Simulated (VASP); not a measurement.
# Li (Cmcm) in VASP: a series of runs, part 2 of 2

VASP 6.6.1. Earlier steps stand in the parts before.

### Step 4. Single point, PBE+D3(BJ) (mode 4 frozen in at -0.425 Å and mode 5 at -0.000 Å (largest displacements))

INCAR reads:

```
ALGO     = Fast           # electronic algorithm
EDIFF    = 1E-7           # SCF threshold, eV
ENCUT    = 520            # plane-wave cutoff, eV
GGA      = PE             # functional
ISIF     = 2              # what is computed and relaxed
ISMEAR   = 0              # smearing method
IVDW     = 12             # dispersion correction
LASPH    = T              # aspherical terms in the spheres
LCHARG   = F              # write CHGCAR
LREAL    = F              # projectors in reciprocal space
LWAVE    = F              # write WAVECAR
NBANDS   = 10             # bands
NELM     = 60             # most SCF steps
PREC     = Accurate       # precision mode
SIGMA    = 0.15           # smearing width, eV
```

KPOINTS reads:

```
k-points
0
Gamma
  16 16 12
```

POSCAR reads:

```
Li
1.0
    0.0000000000     -2.0886081792     -2.0886081792
    0.0000000000      2.0886081792     -2.0886081792
    4.1772163584      0.0000000000      0.0000000000
Li
2
Direct
    0.6017423958      0.3982576042      0.5000000000
   -0.1017423958      0.1017423958      0.0000000000
```

Potentials or basis: VASP PAW PBE potentials, release 64 (Li_sv).

On the command line:

```bash
$ cat potpaw_PBE.64/Li_sv/POTCAR > POTCAR
$ mpirun -np 1 vasp_std > vasp.out
```

OUTCAR:

```text
EDIFF = 1E-7
   ENCUT = 520
   GGA = PE
   ISIF = 2
   ISMEAR = 0
   IVDW = 12
   LASPH = T
   LREAL = F
   NELM = 60
   PREC = Accurate
 IVDW          = 12

 ion  position               nearest neighbor table
   1  0.602  0.398  0.500-   2 2.43   2 2.43
   2  0.898  0.102  0.000-   1 2.43   1 2.43

  LATTYP: Found a simple tetragonal cell.
 ALAT       =     2.9537380135
 C/A-ratio  =     1.4142135624

  Lattice vectors:

 A1 = (   0.0000000000,  -2.0886081792,  -2.0886081792)
 A2 = (   0.0000000000,   2.0886081792,  -2.0886081792)
 A3 = (   4.1772163584,   0.0000000000,   0.0000000000)

Analysis of symmetry for initial positions (statically):
=====================================================================
 Subroutine PRICEL returns:
 Original cell was already a primitive cell.

 Routine SETGRP: Setting up the symmetry group for a
 simple tetragonal supercell.

 Subroutine GETGRP returns: Found  8 space group operations
 (whereof  4 operations were pure point group operations)
 out of a pool of 16 trial point group operations.

The static configuration has the point symmetry C_2v.
[... 174 lines left out ...]
      1     -45.6988      2.00000
      2     -45.6222      2.00000
      3      -2.7256      2.00000
      4       2.3362      0.00000
      5       6.1323      0.00000
      6      10.5913      0.00000
      7      10.8875      0.00000
      8      11.0771      0.00000
      9      12.7358      0.00000
     10      17.2493      0.00000
[... 287 lines left out ...]
 k-point    24 :       0.5000    0.0625    0.0000
  band No.  band energies     occupation
      1     -45.6826      2.00000
      2     -45.6194      2.00000
      3      -0.1153      2.00000
      4       1.1774      0.12049
      5       5.5595      0.00000
      6       7.9855      0.00000
      7       8.4681      0.00000
      8      10.3261      0.00000
      9      13.4212      0.00000
     10      13.7738      0.00000

 [... further k-points ...]

------------------------ aborting loop because EDIFF is reached ----------------------------------------

 Edisp (eV)   -0.37885

 E8    (eV) :    -0.1584

  FORCE on cell =-STRESS in cart. coord.  units (eV):
  Direction    XX          YY          ZZ          XY          YZ          ZX
  --------------------------------------------------------------------------------------
  -------------------------------------------------------------------------------------
  Total       1.26475    -0.36117    -0.68646     0.00000     0.00000     0.00000
  in kB      55.60134   -15.87804   -30.17833     0.00000     0.00000     0.00000
  external pressure =        3.18 kB  Pullay stress =        0.00 kB

 VOLUME and BASIS-vectors are now :
 -----------------------------------------------------------------------------
  energy-cutoff  :      520.00
  volume of cell :       36.44
      direct lattice vectors                 reciprocal lattice vectors
     0.000000000 -2.088608179 -2.088608179     0.000000000 -0.239393872 -0.239393872
     0.000000000  2.088608179 -2.088608179     0.000000000  0.239393872 -0.239393872
     4.177216358  0.000000000  0.000000000     0.239393872  0.000000000  0.000000000

 POSITION                                       TOTAL-FORCE (eV/Angst)
 -----------------------------------------------------------------------------------
      2.08861     -0.42500     -2.08861         0.000000      0.624165      0.000000
      0.00000     -1.66361     -2.08861         0.000000     -0.624165      0.000000
 -----------------------------------------------------------------------------------
    total drift:                               -0.000000     -0.000000      0.000000

  FREE ENERGIE OF THE ION-ELECTRON SYSTEM (eV)
  ---------------------------------------------------
  free  energy   TOTEN  =        -3.8908328977 eV

  energy  without entropy=       -3.8822645585  energy(sigma->0) =       -3.88654873
```

Run time: 2.8 min. Hardware: 1 thread of Oxide Virtual Turin-like, shared host; peak memory 0.22 GiB.

What came out:

* Free energy: -3.8908 eV
* Largest force: 0.624 eV/Å
* Band gap on the k mesh: zero (band 3 reaches 4.03 eV, above the bottom of band 4 at -1.18 eV)
* Dispersion energy per atom: -0.189 eV

Forces on the atoms (eV/Å):
```
Li   0.000  0.624  0.000
Li   0.000 -0.624  0.000
```

Levels at points of the mesh, in eV from the Fermi level:
| k point | band 1 | band 2 | band 3 | band 4 | band 5 | band 6 | band 7 | band 8 |
| --- | --- | --- | --- | --- | --- | --- | --- | --- |
| (0.00, 0.00, 0.00) | -46.71 | -46.63 | -3.74 | 1.32 | 5.12 | 9.58 | 9.87 | 10.06 |
| (0.50, 0.00, 0.00) | -46.70 | -46.63 | -1.19 | 0.12 | 4.48 | 6.91 | 7.47 | 9.60 |
| (0.50, 0.50, 0.00) | -46.68 | -46.63 | 1.49 | 2.37 | 3.24 | 5.14 | 7.38 | 8.95 |
| (0.00, 0.00, 0.50) | -46.67 | -46.67 | -2.19 | -2.19 | 10.31 | 10.31 | 11.02 | 11.02 |
| (0.50, 0.00, 0.50) | -46.66 | -46.66 | -0.01 | -0.01 | 2.88 | 2.88 | 13.08 | 13.08 |
| (0.50, 0.50, 0.50) | -46.66 | -46.66 | 3.01 | 3.01 | 3.61 | 3.61 | 5.66 | 5.66 |

Caveat: the cell differs from its parent crystal (mode 4 frozen in at -0.425 Å and mode 5 at -0.000 Å (largest displacements)); the cutoff is under 1.25 times the usual one of these potentials, so pressure, stress and relaxed cells hold a basis-set (Pulay) error; pairwise dispersion overbinds metals, which lowers pressure and volume.

### Step 5. Single point, PBE+D3(BJ) (mode 4 frozen in at -0.255 Å and mode 5 at -0.000 Å (largest displacements))

INCAR reads:

```
  PREC = Accurate
  ENCUT = 520
  EDIFF = 1E-6
  ISMEAR = 0
  SIGMA = 0.15
  LREAL = F
  LASPH = T
  NELM = 60
  ALGO = Fast
  ISIF = 2
  LWAVE = F
  LCHARG = F
  GGA = PE
  IVDW = 12
  NBANDS = 10
```

KPOINTS reads:

```
regular mesh
0
Gamma
  16 16 12
```

POSCAR reads:

```
Li
1.0
    0.0000000000     -2.0886081792     -2.0886081792
    0.0000000000      2.0886081792     -2.0886081792
    4.1772163584      0.0000000000      0.0000000000
Li
2
Direct
    0.5610454375      0.4389545625      0.5000000000
   -0.0610454375      0.0610454375      0.0000000000
```

On the command line:

```bash
$ cat potpaw_PBE.64/Li_sv/POTCAR > POTCAR
$ mpirun -np 1 vasp_std > vasp.out
```

Wall time 2.9 min (1 thread of Oxide Virtual Turin-like, shared host); peak memory 0.23 GiB.

It converged, with:

```yaml
Free_energy: -4.0678 eV
Largest_force: 0.408 eV/Å
Band_gap_on_the_k_mesh: zero (band 3 reaches 4.27 eV, above the bottom of band 4 at -1.19 eV)
Dispersion_energy_per_atom: -0.189 eV
```

Forces in eV/Å, atoms in the order of the input:
```
Li   0.000  0.408  0.000
Li   0.000 -0.408  0.000
```

Levels at points of the mesh, in eV from the Fermi level:
```
           k point  band 1  band 2  band 3  band 4  band 5  band 6
(0.00, 0.00, 0.00)  -46.48  -46.43   -3.71    1.50    5.11    9.25
(0.50, 0.00, 0.00)  -46.46  -46.44   -0.94   -0.17    5.05    6.51
(0.50, 0.50, 0.00)  -46.45  -46.43    1.57    1.88    4.21    5.11
(0.00, 0.00, 0.50)  -46.46  -46.46   -2.15   -2.15   10.70   10.70
(0.50, 0.00, 0.50)  -46.45  -46.45   -0.05   -0.05    3.14    3.14
(0.50, 0.50, 0.50)  -46.44  -46.44    3.30    3.30    3.68    3.68
```

Caveat: the cell differs from its parent crystal (mode 4 frozen in at -0.255 Å and mode 5 at -0.000 Å (largest displacements)); the cutoff is under 1.25 times the usual one of these potentials, so pressure, stress and relaxed cells hold a basis-set (Pulay) error; pairwise dispersion overbinds metals, which lowers pressure and volume.

### Step 6. Single point, PBE+D3(BJ) (mode 4 frozen in at -0.085 Å and mode 5 at -0.000 Å (largest displacements))

INCAR reads:

```
SYSTEM = Li
PREC = Accurate
ENCUT = 520
EDIFF = 1E-6
ISMEAR = 0
SIGMA = 0.15
LREAL = .False.
LASPH = .True.
NELM = 60
ALGO = Fast
ISIF = 2
LWAVE = .False.
LCHARG = .False.
GGA = PE
IVDW = 12
NBANDS = 10
```

KPOINTS reads:

```
Automatic mesh
0
Gamma
  16 16 12
  0 0 0
```

POSCAR reads:

```
Li
1.0
    0.0000000000     -2.0886081792     -2.0886081792
    0.0000000000      2.0886081792     -2.0886081792
    4.1772163584      0.0000000000      0.0000000000
Li
2
Direct
    0.5203484792      0.4796515208      0.5000000000
   -0.0203484792      0.0203484792      0.0000000000
```

Potentials or basis: VASP PAW PBE potentials, release 64 (Li_sv).

On the command line:

```bash
$ cat potpaw_PBE.64/Li_sv/POTCAR > POTCAR
$ mpirun -np 1 vasp_std > vasp.out
```

Run time: 2.3 min. Hardware: 1 thread of Oxide Virtual Turin-like, shared host; peak memory 0.22 GiB.

It converged, with:

```yaml
Free_energy: -4.1621 eV
Largest_force: 0.140 eV/Å
Band_gap_on_the_k_mesh: zero (band 3 reaches 4.59 eV, above the bottom of band 4 at -1.19 eV)
Dispersion_energy_per_atom: -0.188 eV
```

Forces on the atoms (eV/Å):
```
Li   0.000  0.140  0.000
Li   0.000 -0.140  0.000
```

Levels at points of the mesh, in eV from the Fermi level:
```tsv
k point	band 1	band 2	band 3	band 4	band 5	band 6	band 7
(0.00, 0.00, 0.00)	-46.36	-46.32	-3.69	1.61	5.11	9.09	9.10
(0.50, 0.00, 0.00)	-46.34	-46.33	-0.69	-0.43	5.58	6.07	8.71
(0.50, 0.50, 0.00)	-46.32	-46.32	1.61	1.65	4.99	5.11	8.96
(0.00, 0.00, 0.50)	-46.34	-46.34	-2.12	-2.12	11.03	11.03	11.08
(0.50, 0.00, 0.50)	-46.33	-46.33	-0.05	-0.05	3.28	3.28	13.59
(0.50, 0.50, 0.50)	-46.32	-46.32	3.66	3.66	3.73	3.73	4.75
```

Caveat: the cell differs from its parent crystal (mode 4 frozen in at -0.085 Å and mode 5 at -0.000 Å (largest displacements)); the cutoff is under 1.25 times the usual one of these potentials, so pressure, stress and relaxed cells hold a basis-set (Pulay) error; pairwise dispersion overbinds metals, which lowers pressure and volume.
